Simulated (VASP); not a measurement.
# CoSi2 (Fm-3m) in VASP: further runs

The runs below take CoSi2 through single point, with PBE, LDA.

All numbers are computed with VASP 6.6.1; they aren't measurements. Logs are shortened: lines on timing, memory, paths and dates and some standing lists are left out, and cuts for length are marked.

## Step 1: The cell of the first run

Symmetry: Fm-3m, No. 225, cubic system. The conventional cell has a = 5.356 Å, b = 5.356 Å, c = 5.356 Å, α = 90.00°, β = 90.00°, γ = 90.00°. Within 3.1 Å of Co (site symmetry m-3m) lie 8 Si at 2.32 Å. Within 3.1 Å of Si (site symmetry -43m) lie 4 Co at 2.32 Å and 6 Si at 2.68 Å.

## Step 2: Single point, PBE, collinear spin, ferromagnetic start

Contents of INCAR:

```
SYSTEM = CoSi2
PREC     = Accurate       ! precision mode
ENCUT    = 520            ! plane-wave cutoff, eV
EDIFF    = 1E-7           ! SCF threshold, eV
ISMEAR   = -1             ! smearing method
SIGMA    = 0.05           ! smearing width, eV
LREAL    = .FALSE.        ! projectors in reciprocal space
LASPH    = .TRUE.         ! aspherical terms in the spheres
NELM     = 150            ! most SCF steps
ALGO     = Normal         ! electronic algorithm
ISIF     = 2              ! what is computed and relaxed
LWAVE    = .FALSE.        ! write WAVECAR
LCHARG   = .TRUE.         ! write CHGCAR
ISPIN    = 2              ! spin polarisation
MAGMOM   = 0.75 0 0       ! initial moments
LORBIT   = 11             ! projections on sites
NUPDOWN  = 0.75           ! fixed moment
LMAXMIX  = 4              ! l up to which the mixer works
GGA      = PE             ! functional
LELF     = .TRUE.         ! ELF
LVHAR    = .TRUE.       
NBANDS   = 20             ! bands
```

Contents of KPOINTS:

```
Automatic mesh
0
G
  11 11 11
  0 0 0
```

Contents of POSCAR:

```
CoSi2
1.0
    0.0000000000      2.6780000000      2.6780000000
    2.6780000000      0.0000000000      2.6780000000
    2.6780000000      2.6780000000      0.0000000000
Co Si
1 2
Direct
    0.0000000000      0.0000000000      0.0000000000
    0.2500000000      0.2500000000      0.2500000000
    0.7500000000      0.7500000000      0.7500000000
```

Potentials or basis: VASP PAW PBE potentials, release 64 (Co, Si).

On the command line:

```sh
$ cat potpaw_PBE.64/Co/POTCAR potpaw_PBE.64/Si/POTCAR > POTCAR
$ mpirun -np 1 vasp_std > vasp.out
```

OUTCAR:

```text
SYSTEM = CoSi2
   PREC = Accurate
   ENCUT = 520
   EDIFF = 1E-7
   ISMEAR = -1
   LREAL = .FALSE.
   LASPH = .TRUE.
   NELM = 150
   ISIF = 2
   ISPIN = 2
   LORBIT = 11
   NUPDOWN = 0.75
   GGA = PE

 ion  position               nearest neighbor table
   1  0.000  0.000  0.000-   3 2.32   2 2.32   3 2.32   2 2.32   3 2.32   3 2.32   2 2.32   2 2.32

   2  0.250  0.250  0.250-   1 2.32   1 2.32   1 2.32   1 2.32   3 2.68   3 2.68   3 2.68   3 2.68
                             3 2.68   3 2.68
   3  0.750  0.750  0.750-   1 2.32   1 2.32   1 2.32   1 2.32   2 2.68   2 2.68   2 2.68   2 2.68
                             2 2.68   2 2.68

  LATTYP: Found a face centered cubic cell.
 ALAT       =     5.3560000000

  Lattice vectors:

 A1 = (   0.0000000000,   2.6780000000,   2.6780000000)
 A2 = (   2.6780000000,   0.0000000000,   2.6780000000)
 A3 = (   2.6780000000,   2.6780000000,   0.0000000000)

Analysis of symmetry for initial positions (statically):
=====================================================================
 Subroutine PRICEL returns:
 Original cell was already a primitive cell.

 Routine SETGRP: Setting up the symmetry group for a
 face centered cubic supercell.

 Subroutine GETGRP returns: Found 48 space group operations
 (whereof 48 operations were pure point group operations)
 out of a pool of 48 trial point group operations.

The static configuration has the point symmetry O_h .

Analysis of symmetry for dynamics (positions and initial velocities):
=====================================================================
 Subroutine PRICEL returns:
 Original cell was already a primitive cell.

 Routine SETGRP: Setting up the symmetry group for a
 face centered cubic supercell.

 Subroutine GETGRP returns: Found 48 space group operations
 (whereof 48 operations were pure point group operations)
 out of a pool of 48 trial point group operations.

The dynamic configuration has the point symmetry O_h .

Analysis of structural, dynamic, and magnetic symmetry:
=====================================================================
 Subroutine PRICEL returns:
 Original cell was already a primitive cell.

 Routine SETGRP: Setting up the symmetry group for a
 face centered cubic supercell.

 Subroutine GETGRP returns: Found 48 space group operations
 (whereof 48 operations were pure point group operations)
 out of a pool of 48 trial point group operations.

The overall configuration has the point symmetry O_h .

 Subroutine INISYM returns: Found 48 space group operations
 (whereof 48 operations are pure point group operations),
 and found     1 'primitive' translations

----------------------------------------------------------------------------------------

                                     Primitive cell

  volume of cell :      38.4115

  direct lattice vectors                    reciprocal lattice vectors
     0.000000000  2.678000000  2.678000000    -0.186706497  0.186706497  0.186706497
     2.678000000  0.000000000  2.678000000     0.186706497 -0.186706497  0.186706497
     2.678000000  2.678000000  0.000000000     0.186706497  0.186706497 -0.186706497

  length of vectors
     3.787263920  3.787263920  3.787263920     0.323385140  0.323385140  0.323385140

  position of ions in fractional coordinates (direct lattice)
     0.000000000  0.000000000  0.000000000
     0.250000000  0.250000000  0.250000000
     0.750000000  0.750000000  0.750000000

  ion indices of the primitive-cell ions
   primitive index   ion index
                 1           1
                 2           2
                 3           3

----------------------------------------------------------------------------------------

 KPOINTS: Automatic mesh

Automatic generation of k-mesh.
 Grid dimensions read from file:
 generate k-points for:   11   11   11

 Generating k-lattice:

  Cartesian coordinates                     Fractional coordinates (reciprocal lattice)
    -0.016973318  0.016973318  0.016973318     0.090909091  0.000000000  0.000000000
     0.016973318 -0.016973318  0.016973318     0.000000000  0.090909091  0.000000000
     0.016973318  0.016973318 -0.016973318     0.000000000  0.000000000  0.090909091

  Length of vectors
     0.029398649  0.029398649  0.029398649

  Shift w.r.t. Gamma in fractional coordinates (k-lattice)
     0.000000000  0.000000000  0.000000000

 Subroutine IBZKPT returns following result:
 ===========================================

 Found     56 irreducible k-points:

 Following reciprocal coordinates:
            Coordinates               Weight
  0.000000  0.000000  0.000000      1.000000
  0.090909  0.000000  0.000000      8.000000
  0.181818  0.000000  0.000000      8.000000
  0.272727  0.000000  0.000000      8.000000
  0.363636  0.000000  0.000000      8.000000
  0.454545  0.000000  0.000000      8.000000
[... 16 lines left out ...]
 -0.272727  0.181818  0.000000     24.000000
 -0.181818  0.181818  0.000000     12.000000
 [... further k-points ...]
   k-points           NKPTS =     56   k-points in BZ     NKDIM =     56   number of bands    NBANDS=     20
   number of dos      NEDOS =    301   number of ions     NIONS =      3
   total plane-waves  NPLWV =  21952
   dimension x,y,z NGX =    28 NGY =   28 NGZ =   28
   dimension x,y,z NGXF=    56 NGYF=   56 NGZF=   56
   ions per type =               1   2
   NGX,Y,Z   is equivalent  to a cutoff of  12.29, 12.29, 12.29 a.u.
   NGXF,Y,Z  is equivalent  to a cutoff of  24.58, 24.58, 24.58 a.u.
 SYSTEM =  CoSi2
   PREC   = accura    normal or accurate (medium, high low for compatibility)
   ISTART =      0    job   : 0-new  1-cont  2-samecut
   ICHARG =      2    charge: 1-file 2-atom 10-const
   ISPIN  =      2    spin polarized calculation?
   LNONCOLLINEAR =      F non collinear calculations
   LSORBIT =      F    spin-orbit coupling
   LASPH  =      T    aspherical Exc in radial PAW
   ENCUT  =  520.0 eV  38.22 Ry    6.18 a.u.   7.04  7.04  7.04*2*pi/ulx,y,z
   NELM   =    150;   NELMIN=  2; NELMDL= -5     # of ELM steps
   EDIFF  = 0.1E-06   stopping-criterion for ELM
   LREAL  =      F    real-space projection
   EDIFFG = 0.1E-05   stopping-criterion for IOM
   NSW    =      0    number of steps for IOM
   IBRION =     -1    ionic relax: 0-MD 1-quasi-New 2-CG
   NFREE  =      0    steps in history (QN), initial steepest desc. (CG)
   ISIF   =      2    stress and relaxation
   ISYM   =      2    0-nonsym 1-usesym 2-fastsym
   POTIM  = 0.5000    time-step for ionic-motion
   TEBEG  =    0.0;   TEEND  =   0.0 temperature during run
   PSTRESS=    0.0 pullay stress
   NELECT =      17.0000    total number of electrons
   NUPDOWN=       0.7500    fix difference up-down
   EMIN   =  10.00;   EMAX   =-10.00  energy-range for DOS
   EFERMI =   0.00;   METHOD = LEGACY
   ISMEAR =    -1;   SIGMA  =   0.05  broadening in eV -4-tet -1-fermi 0-gaus
   EFERMI_NEDOS =   21; number of points for ismear=-14 and -15
   IALGO  =     38    algorithm
   IMIX   =      4    mixing-type and parameters
     AMIX     =   0.40;   BMIX     =  1.00
     AMIX_MAG =   1.60;   BMIX_MAG =  1.00
  volume/ion in A,a.u.               =      12.80        86.40
  Fermi-wavevector in a.u.,A,eV,Ry     =   1.247586  2.357596 21.177078  1.556471
  Thomas-Fermi vector in A             =   2.381712
   LORBIT       =     11    0 simple, 1 ext, 2 COOP (PROOUT), +10 PAW based schemes
   GGA     = PE    functional components
   LHFCALC =     F    Hartree Fock is set to
   AEXX    =    0.0000 exact exchange contribution
   IVDW    =     0    specifies the selected vdW correction
   LEPSILON=     F    determine dielectric tensor
   LRPA    =     F    only Hartree local field effects (RPA)
 spin polarized calculation
  energy-cutoff  :      520.00
  volume of cell :       38.41
 maximum number of plane-waves:      1044
   NGX = 15   NGY = 15   NGZ = 15

 number of electron      16.9999995 magnetization       0.7500000

 Free energy of the ion-electron system (eV)
  ---------------------------------------------------
  ext. energy  EPLUGINS =         0.00000000
  ---------------------------------------------------
  free energy    TOTEN  =       -19.05703876 eV

  energy without entropy =      -19.04465223  energy(sigma->0) =      -19.05084549

 E-fermi :   9.7051     XC(G=0): -11.7458

 val. band max:       11.0744422065   @ k =   0.2727   0.0909   0.0000
 cond. band min:       9.7102964794   @ k =  -0.1818   0.0909   0.0000
 fundamental gap:     -1.3641457270
 Fermi energy:        11.1019538177

 spin component 1

 k-point     1 :       0.0000    0.0000    0.0000
  band No.  band energies     occupation
      1      -3.1126      1.00000
      2       5.8555      1.00000
      3       5.8555      1.00000
      4       5.8555      1.00000
      5       7.9447      1.00000
      6       7.9447      1.00000
[... 12 lines left out ...]
     19      20.5998      0.00000
     20      24.9504      0.00000

 k-point     2 :       0.0909    0.0000    0.0000
  band No.  band energies     occupation
      1      -2.9872      1.00000
      2       5.5575      1.00000
      3       5.9000      1.00000
      4       5.9000      1.00000
      5       7.9102      1.00000
      6       7.9102      1.00000
[... 12 lines left out ...]
     19      21.1553      0.00000
     20      25.3425      0.00000
[... 465 lines left out ...]
      3       5.2931      1.00000
      4       6.6959      1.00000
      5       7.2707      1.00000
      6       7.7070      1.00000
[... 12 lines left out ...]
     19      26.2286      0.00000
     20      27.1694      0.00000

 k-point    24 :      -0.1818    0.1818    0.0000
  band No.  band energies     occupation
      1      -1.7976      1.00000
      2       3.8237      1.00000
      3       5.5313      1.00000
      4       6.4830      1.00000
      5       7.3741      1.00000
      6       8.0738      1.00000
[... 12 lines left out ...]
     19      24.2061      0.00000
     20      26.1036      0.00000

 [... further k-points ...]

 spin component 2

 k-point     1 :       0.0000    0.0000    0.0000
  band No.  band energies     occupation
      1      -2.9397      1.00000
      2       6.1273      1.00000
      3       6.1273      1.00000
      4       6.1273      1.00000
      5       8.3263      1.00000
      6       8.3263      1.00000
[... 12 lines left out ...]
     19      20.6750      0.00000
     20      25.1257      0.00000

 k-point     2 :       0.0909    0.0000    0.0000
  band No.  band energies     occupation
      1      -2.8142      1.00000
      2       5.8141      1.00000
      3       6.1719      1.00000
      4       6.1719      1.00000
      5       8.2880      1.00000
      6       8.2880      1.00000
[... 12 lines left out ...]
     19      21.2355      0.00000
     20      25.5186      0.00000
[... 465 lines left out ...]
      3       5.5078      1.00000
      4       6.9922      1.00000
      5       7.5764      1.00000
      6       7.9919      1.00000
[... 12 lines left out ...]
     19      26.4083      0.00000
     20      27.3248      0.00000

 k-point    24 :      -0.1818    0.1818    0.0000
  band No.  band energies     occupation
      1      -1.6239      1.00000
      2       4.0295      1.00000
      3       5.7594      1.00000
      4       6.7734      1.00000
      5       7.6993      1.00000
      6       8.4434      1.00000
[... 12 lines left out ...]
     19      24.3589      0.00000
     20      26.2413      0.00000

 [... further k-points ...]

------------------------ aborting loop because EDIFF is reached ----------------------------------------

  FORCE on cell =-STRESS in cart. coord.  units (eV):
  Direction    XX          YY          ZZ          XY          YZ          ZX
  --------------------------------------------------------------------------------------
  -------------------------------------------------------------------------------------
  Total        0.5142640      0.5142640      0.5142640     -0.0000000     -0.0000000      0.0000000
  in kB       21.4503790     21.4503790     21.4503790     -0.0000000     -0.0000000      0.0000000
  external PRESSURE =      21.4503790 kB  Pullay stress =       0.0000000 kB

 VOLUME and BASIS-vectors are now :
 -----------------------------------------------------------------------------
  energy-cutoff  :      520.00
  volume of cell :       38.41
      direct lattice vectors                 reciprocal lattice vectors
     0.000000000  2.678000000  2.678000000    -0.186706497  0.186706497  0.186706497
     2.678000000  0.000000000  2.678000000     0.186706497 -0.186706497  0.186706497
     2.678000000  2.678000000  0.000000000     0.186706497  0.186706497 -0.186706497

 POSITION                                       TOTAL-FORCE (eV/Angst)
 -----------------------------------------------------------------------------------
      0.00000      0.00000      0.00000        -0.000000      0.000000      0.000000
      1.33900      1.33900      1.33900         0.000000      0.000000     -0.000000
      4.01700      4.01700      4.01700        -0.000000     -0.000000      0.000000
 -----------------------------------------------------------------------------------
    total drift:                               -0.000000     -0.000000      0.000000

  FREE ENERGIE OF THE ION-ELECTRON SYSTEM (eV)
  ---------------------------------------------------
  free  energy   TOTEN  =       -19.0570387592 eV

  energy  without entropy=      -19.0446522260  energy(sigma->0) =      -19.05084549

 total charge

# of ion       s       p       d       tot
------------------------------------------
    1        0.541   0.729   7.576   8.846
    2        0.722   0.872   0.000   1.594
    3        0.722   0.872   0.000   1.594
--------------------------------------------------
tot          1.986   2.473   7.576  12.034

 magnetization (x)

# of ion       s       p       d       tot
------------------------------------------
    1        0.009   0.095   0.352   0.455
    2        0.009   0.048   0.000   0.057
    3        0.009   0.048   0.000   0.057
--------------------------------------------------
tot          0.028   0.190   0.352   0.570
```

It took 2.4 min on 1 thread of Intel Xeon 8259CL, shared host; peak memory 0.22 GiB.

What came out:

```
Free energy                                           : -19.0570 eV
Pressure                                              : 2.1 GPa
Net moment                                            : 0.75 μB per cell
Site moments                                          : Co +0.46; Si +0.06 μB
Valence electrons inside the program's atomic spheres : Co 8.85; Si 1.59
```

Caveat: the total moment is fixed, so each spin has its own Fermi level.

[end of part 1 of 2]
